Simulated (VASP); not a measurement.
# Hf (P6_3/mmc) in VASP: notebook, part 2 of 3

VASP 6.6.1. The steps go on from the part before.

### 3 Electric field gradients, PBE (22.83 Å³/atom)

This run uses another cell than the first one, of 22.83 Å³/atom.

File INCAR:

```
SYSTEM = Hf
ALGO = Normal
EDIFF = 1E-8
ENCUT = 520
GGA = PE
ISIF = 2
ISMEAR = -1
LASPH = .True.
LCHARG = .False.
LEFG = .True.
LREAL = .False.
LWAVE = .False.
NBANDS = 17
NELM = 60
PREC = Accurate
SIGMA = 0.05
```

File KPOINTS:

```
k-points
0
Gamma
  13 13 7
  0 0 0
```

File POSCAR:

```
Hf
1.0
    3.2178693301      0.0000000000      0.0000000000
   -1.6089346650      2.7867565859      0.0000000000
    0.0000000000      0.0000000000      5.0912963404
Hf
2
Direct
    0.3333333333      0.6666666667      0.2500000000
    0.6666666667      0.3333333333      0.7500000000
```

Potentials or basis: VASP PAW PBE potentials, release 64 (Hf_pv).

Command:

```console
$ cat potpaw_PBE.64/Hf_pv/POTCAR > POTCAR
$ mpirun -np 1 vasp_std > vasp.out
```

OUTCAR:

```text
SYSTEM = Hf
   EDIFF = 1E-8
   ENCUT = 520
   GGA = PE
   ISIF = 2
   ISMEAR = -1
   LASPH = .True.
   LREAL = .False.
   NELM = 60
   PREC = Accurate

 ion  position               nearest neighbor table
   1  0.333  0.667  0.250-   2 3.15   2 3.15   2 3.15   2 3.15   2 3.15   2 3.15
   2  0.667  0.333  0.750-   1 3.15   1 3.15   1 3.15   1 3.15   1 3.15   1 3.15

  LATTYP: Found a hexagonal cell.
 ALAT       =     3.2178693301
 C/A-ratio  =     1.5821948681

  Lattice vectors:

 A1 = (   3.2178693301,   0.0000000000,   0.0000000000)
 A2 = (  -1.6089346650,   2.7867565859,   0.0000000000)
 A3 = (   0.0000000000,   0.0000000000,   5.0912963404)

Analysis of symmetry for initial positions (statically):
=====================================================================
 Subroutine PRICEL returns:
 Original cell was already a primitive cell.

 Routine SETGRP: Setting up the symmetry group for a
 hexagonal supercell.

 Subroutine GETGRP returns: Found 24 space group operations
 (whereof 12 operations were pure point group operations)
 out of a pool of 24 trial point group operations.

The static configuration has the point symmetry D_3d.
 The point group associated with its full space group is D_6h.

Analysis of symmetry for dynamics (positions and initial velocities):
=====================================================================
 Subroutine PRICEL returns:
 Original cell was already a primitive cell.

 Routine SETGRP: Setting up the symmetry group for a
 hexagonal supercell.

 Subroutine GETGRP returns: Found 24 space group operations
 (whereof 12 operations were pure point group operations)
 out of a pool of 24 trial point group operations.

The dynamic configuration has the point symmetry D_3d.
 The point group associated with its full space group is D_6h.

 Subroutine INISYM returns: Found 24 space group operations
 (whereof 12 operations are pure point group operations),
 and found     1 'primitive' translations

----------------------------------------------------------------------------------------

                                     Primitive cell

  volume of cell :      45.6558

  direct lattice vectors                    reciprocal lattice vectors
     3.217869330  0.000000000  0.000000000     0.310764639  0.179420048  0.000000000
    -1.608934665  2.786756586  0.000000000     0.000000000  0.358840096  0.000000000
     0.000000000  0.000000000  5.091296340     0.000000000  0.000000000  0.196413631

  length of vectors
     3.217869330  3.217869330  5.091296340     0.358840096  0.358840096  0.196413631

  position of ions in fractional coordinates (direct lattice)
     0.333333333  0.666666667  0.250000000
     0.666666667  0.333333333  0.750000000

  ion indices of the primitive-cell ions
   primitive index   ion index
                 1           1
                 2           2

----------------------------------------------------------------------------------------
[... 76 lines left out ...]
   ISIF   =      2    stress and relaxation
   ISYM   =      2    0-nonsym 1-usesym 2-fastsym
   POTIM  = 0.5000    time-step for ionic-motion
   TEBEG  =    0.0;   TEEND  =   0.0 temperature during run
   PSTRESS=    0.0 pullay stress
   NELECT =      20.0000    total number of electrons
   NUPDOWN=      -1.0000    fix difference up-down
   EMIN   =  10.00;   EMAX   =-10.00  energy-range for DOS
   EFERMI =   0.00;   METHOD = LEGACY
   ISMEAR =    -1;   SIGMA  =   0.05  broadening in eV -4-tet -1-fermi 0-gaus
   EFERMI_NEDOS =   21; number of points for ismear=-14 and -15
   IALGO  =     38    algorithm
   IMIX   =      4    mixing-type and parameters
     AMIX     =   0.40;   BMIX     =  1.00
     AMIX_MAG =   1.60;   BMIX_MAG =  1.00
  volume/ion in A,a.u.               =      22.83       154.05
  Fermi-wavevector in a.u.,A,eV,Ry     =   1.243329  2.349552 21.032813  1.545868
  Thomas-Fermi vector in A             =   2.377645
   LORBIT       =      0    0 simple, 1 ext, 2 COOP (PROOUT), +10 PAW based schemes
   GGA     = PE    functional components
   LHFCALC =     F    Hartree Fock is set to
   AEXX    =    0.0000 exact exchange contribution
   IVDW    =     0    specifies the selected vdW correction
   LEPSILON=     F    determine dielectric tensor
   LRPA    =     F    only Hartree local field effects (RPA)
 non-spin polarized calculation
  energy-cutoff  :      520.00
  volume of cell :       45.66
 maximum number of plane-waves:      1247
 NGX is ok and might be reduce to    24
   NGX = 11   NGY = 11   NGZ = 19

 number of electron      20.0000007 magnetization

 Free energy of the ion-electron system (eV)
  ---------------------------------------------------
  ext. energy  EPLUGINS =         0.00000000
  ---------------------------------------------------
  free energy    TOTEN  =       -19.85192350 eV

  energy without entropy =      -19.83895864  energy(sigma->0) =      -19.84544107

 E-fermi :   4.7795     XC(G=0): -11.1918

 val. band max:        4.7678840435   @ k =   0.3077   0.2308   0.2857
 cond. band min:       4.7800694709   @ k =   0.0000   0.0000   0.4286
 fundamental gap:      0.0121854274
 Fermi energy:         4.7794662864

 k-point     1 :       0.0000    0.0000    0.0000
  band No.  band energies     occupation
      1     -26.3143      2.00000
      2     -25.6184      2.00000
      3     -25.6184      2.00000
      4     -25.5048      2.00000
      5     -25.4986      2.00000
      6     -25.4986      2.00000
[... 457 lines left out ...]
      4     -25.6493      2.00000
      5     -25.5395      2.00000
      6     -25.5219      2.00000
[... 9 lines left out ...]
     16       7.5450      0.00000
     17      10.4099      0.00000

 [... further k-points ...]

------------------------ aborting loop because EDIFF is reached ----------------------------------------

  FORCE on cell =-STRESS in cart. coord.  units (eV):
  Direction    XX          YY          ZZ          XY          YZ          ZX
  --------------------------------------------------------------------------------------
  -------------------------------------------------------------------------------------
  Total       -0.4729216     -0.4729216     -0.5610257     -0.0000000      0.0000000     -0.0000000
  in kB      -16.5960200    -16.5960200    -19.6878160     -0.0000000      0.0000000     -0.0000000
  external PRESSURE =     -17.6266187 kB  Pullay stress =       0.0000000 kB

 VOLUME and BASIS-vectors are now :
 -----------------------------------------------------------------------------
  energy-cutoff  :      520.00
  volume of cell :       45.66
      direct lattice vectors                 reciprocal lattice vectors
     3.217869330  0.000000000  0.000000000     0.310764639  0.179420048  0.000000000
    -1.608934665  2.786756586  0.000000000     0.000000000  0.358840096  0.000000000
     0.000000000  0.000000000  5.091296340     0.000000000  0.000000000  0.196413631

 POSITION                                       TOTAL-FORCE (eV/Angst)
 -----------------------------------------------------------------------------------
     -0.00000      1.85784      1.27282        -0.000000      0.000000      0.000000
      1.60893      0.92892      3.81847         0.000000      0.000000      0.000000
 -----------------------------------------------------------------------------------
    total drift:                               -0.000000      0.000000     -0.000000

  FREE ENERGIE OF THE ION-ELECTRON SYSTEM (eV)
  ---------------------------------------------------
  free  energy   TOTEN  =       -19.8519234977 eV

  energy  without entropy=      -19.8389586419  energy(sigma->0) =      -19.84544107

 Electric field gradients (V/A^2)
---------------------------------------------------------------------
 ion       V_xx      V_yy      V_zz      V_xy      V_xz      V_yz
---------------------------------------------------------------------
   1     -38.501   -38.500    77.001     0.001     0.000    -0.000
   2     -38.501   -38.500    77.001     0.001    -0.000     0.000
---------------------------------------------------------------------

 Electric field gradients after diagonalization (V/A^2)
 (convention: |V_zz| > |V_xx| > |V_yy|)
----------------------------------------------------------------------
 ion       V_xx      V_yy      V_zz     asymmetry (V_yy - V_xx)/ V_zz
----------------------------------------------------------------------
   1     -38.501   -38.500    77.001       0.000
   2     -38.501   -38.500    77.001       0.000
----------------------------------------------------------------------

           NMR quadrupolar parameters

 Cq : quadrupolar parameter    Cq=e*Q*V_zz/h
 eta: asymmetry parameters     (V_yy - V_xx)/ V_zz
 Q  : nuclear electric quadrupole moment in mb (millibarn)
----------------------------------------------------------------------
 ion       Cq(MHz)       eta       Q (mb)
----------------------------------------------------------------------
   1       0.186       0.000       1.000
   2       0.186       0.000       1.000
----------------------------------------------------------------------
```

OSZICAR:

```text
N       E                     dE             d eps       ncg     rms          rms(c)
DAV:   1     0.490380778245E+02    0.49038E+02   -0.11332E+04  2856   0.111E+03
DAV:   2    -0.187274788755E+02   -0.67766E+02   -0.66001E+02  3762   0.247E+02
DAV:   3    -0.205764041080E+02   -0.18489E+01   -0.18357E+01  3671   0.269E+01
DAV:   4    -0.205922561930E+02   -0.15852E-01   -0.15842E-01  3625   0.302E+00
DAV:   5    -0.205924255288E+02   -0.16934E-03   -0.16930E-03  3645   0.273E-01    0.641E+01
DAV:   6    -0.200497098707E+02    0.54272E+00   -0.51769E-01  3447   0.460E+00    0.380E+01
DAV:   7    -0.198629829398E+02    0.18673E+00   -0.87333E-01  3471   0.572E+00    0.186E+00
DAV:   8    -0.198518302398E+02    0.11153E-01   -0.57110E-02  3336   0.154E+00    0.349E-01
DAV:   9    -0.198519359198E+02   -0.10568E-03   -0.12136E-03  3892   0.249E-01    0.191E-01
DAV:  10    -0.198519200001E+02    0.15920E-04   -0.63875E-05  3354   0.527E-02    0.221E-01
DAV:  11    -0.198519234042E+02   -0.34041E-05   -0.59995E-06  3779   0.178E-02    0.126E-02
DAV:  12    -0.198519234992E+02   -0.94949E-07   -0.41715E-07  3541   0.413E-03    0.191E-03
DAV:  13    -0.198519234977E+02    0.14616E-08   -0.11884E-08  2691   0.920E-04
   1 F= -.19851923E+02 E0= -.19845441E+02  d E =-.129649E-01
```

stdout:

```text
POSCAR found type information on POSCAR Hf
 POSCAR found :  1 types and       2 ions
 scaLAPACK will be used
 LDA part: xc-table for (Slater+PW92), standard interpolation
 POSCAR, INCAR and KPOINTS ok, starting setup
 FFT: planning ... GRIDC
 FFT: planning ... GRID_SOFT
 FFT: planning ... GRID
 WAVECAR not read
 entering main loop
ion   1

ion   2
```

It took 56 s on 1 thread of Intel Xeon 8259CL, shared host; peak memory 0.19 GiB.

Results:

- Free energy: -19.8519 eV
- Pressure: -1.8 GPa
- Band gap on the k mesh: zero (bands 10 and 11 overlap by 1.58 eV)
- Largest electric field gradient by atom: Hf +77.0 V/Å²

Stress tensor (GPa, compression positive):
```
-1.66  0.00  0.00
 0.00 -1.66  0.00
 0.00  0.00 -1.97
```

Levels at points of the mesh, in eV from the Fermi level:
```tsv
k point	band 7	band 8	band 9	band 10	band 11	band 12	band 13	band 14
(0.00, 0.00, 0.00)	-7.31	-3.65	0.57	1.18	1.18	1.44	1.97	1.97
```

Electric field gradients, principal values (V/Å²):
```
atom    least   middle  greatest (by size)
1 Hf  -38.500  -38.501              77.001
2 Hf  -38.500  -38.501              77.001
```

Caveat: without QUAD_EFG the Cq values of the log hold for a quadrupole moment of 1 mb, not for the nuclei; spin-orbit coupling is left out, which moves the levels of the heavy elements.

### 4 Electric field gradients, PBE (23.28 Å³/atom)

This run uses another cell than the first one, of 23.28 Å³/atom.

File INCAR:

```
  PREC = Accurate
  ENCUT = 520
  EDIFF = 1E-8
  ISMEAR = -1
  SIGMA = 0.05
  LREAL = False
  LASPH = True
  NELM = 100
  ALGO = Normal
  ISIF = 2
  LWAVE = False
  LCHARG = False
  GGA = PE
  LEFG = True
  NBANDS = 17
```

File KPOINTS:

```
Automatic mesh
0
Gamma
  13 13 7
```

File POSCAR:

```
Hf
1.0
    3.2387651710      0.0000000000      0.0000000000
   -1.6193825855      2.8048529150      0.0000000000
    0.0000000000      0.0000000000      5.1243576326
Hf
2
Direct
    0.3333333333      0.6666666667      0.2500000000
    0.6666666667      0.3333333333      0.7500000000
```

Potentials or basis: VASP PAW PBE potentials, release 64 (Hf_pv).

Command:

```console
$ cat potpaw_PBE.64/Hf_pv/POTCAR > POTCAR
$ mpirun -np 1 vasp_std > vasp.out
```

OUTCAR:

```text
PREC = Accurate
   ENCUT = 520
   EDIFF = 1E-8
   ISMEAR = -1
   LREAL = False
   LASPH = True
   NELM = 100
   ISIF = 2
   GGA = PE

 ion  position               nearest neighbor table
   1  0.333  0.667  0.250-   2 3.17   2 3.17   2 3.17   2 3.17   2 3.17   2 3.17
   2  0.667  0.333  0.750-   1 3.17   1 3.17   1 3.17   1 3.17   1 3.17   1 3.17

  LATTYP: Found a hexagonal cell.
 ALAT       =     3.2387651710
 C/A-ratio  =     1.5821948681

  Lattice vectors:

 A1 = (   3.2387651710,   0.0000000000,   0.0000000000)
 A2 = (  -1.6193825855,   2.8048529150,   0.0000000000)
 A3 = (   0.0000000000,   0.0000000000,   5.1243576326)

Analysis of symmetry for initial positions (statically):
=====================================================================
 Subroutine PRICEL returns:
 Original cell was already a primitive cell.

 Routine SETGRP: Setting up the symmetry group for a
[... 670 lines left out ...]
  energy-cutoff  :      520.00
  volume of cell :       46.55
      direct lattice vectors                 reciprocal lattice vectors
     3.238765171  0.000000000  0.000000000     0.308759650  0.178262467  0.000000000
    -1.619382585  2.804852915  0.000000000     0.000000000  0.356524934  0.000000000
     0.000000000  0.000000000  5.124357633     0.000000000  0.000000000  0.195146411

 POSITION                                       TOTAL-FORCE (eV/Angst)
 -----------------------------------------------------------------------------------
     -0.00000      1.86990      1.28109        -0.000000      0.000000      0.000000
      1.61938      0.93495      3.84327         0.000000     -0.000000      0.000000
 -----------------------------------------------------------------------------------
    total drift:                               -0.000000      0.000000     -0.000000

  FREE ENERGIE OF THE ION-ELECTRON SYSTEM (eV)
  ---------------------------------------------------
  free  energy   TOTEN  =       -19.8367318776 eV

  energy  without entropy=      -19.8237007959  energy(sigma->0) =      -19.83021634

 Electric field gradients (V/A^2)
---------------------------------------------------------------------
 ion       V_xx      V_yy      V_zz      V_xy      V_xz      V_yz
---------------------------------------------------------------------
   1     -35.997   -35.996    71.994     0.001     0.000    -0.000
   2     -35.997   -35.996    71.994     0.001    -0.000     0.000
---------------------------------------------------------------------

 Electric field gradients after diagonalization (V/A^2)
 (convention: |V_zz| > |V_xx| > |V_yy|)
----------------------------------------------------------------------
 ion       V_xx      V_yy      V_zz     asymmetry (V_yy - V_xx)/ V_zz
----------------------------------------------------------------------
   1     -35.997   -35.996    71.994       0.000
   2     -35.997   -35.996    71.994       0.000
----------------------------------------------------------------------

           NMR quadrupolar parameters

 Cq : quadrupolar parameter    Cq=e*Q*V_zz/h
 eta: asymmetry parameters     (V_yy - V_xx)/ V_zz
 Q  : nuclear electric quadrupole moment in mb (millibarn)
----------------------------------------------------------------------
 ion       Cq(MHz)       eta       Q (mb)
----------------------------------------------------------------------
   1       0.174       0.000       1.000
   2       0.174       0.000       1.000
----------------------------------------------------------------------
```

Wall time 85 s (1 thread of Intel Xeon 8259CL, shared host); peak memory 0.2 GiB.

Results:

* Free energy: -19.8367 eV
* Pressure: -3.7 GPa
* Band gap on the k mesh: zero (bands 10 and 11 overlap by 1.58 eV)
* Largest electric field gradient by atom: Hf +72.0 V/Å²

Electric field gradients, principal values (V/Å²):
```csv
atom,least,middle,greatest (by size)
1 Hf,-35.996,-35.997,71.994
2 Hf,-35.996,-35.997,71.994
```

Caveat: the cell stands under tension; without QUAD_EFG the Cq values of the log hold for a quadrupole moment of 1 mb, not for the nuclei; spin-orbit coupling is left out, which moves the levels of the heavy elements.

[end of part 2 of 3]
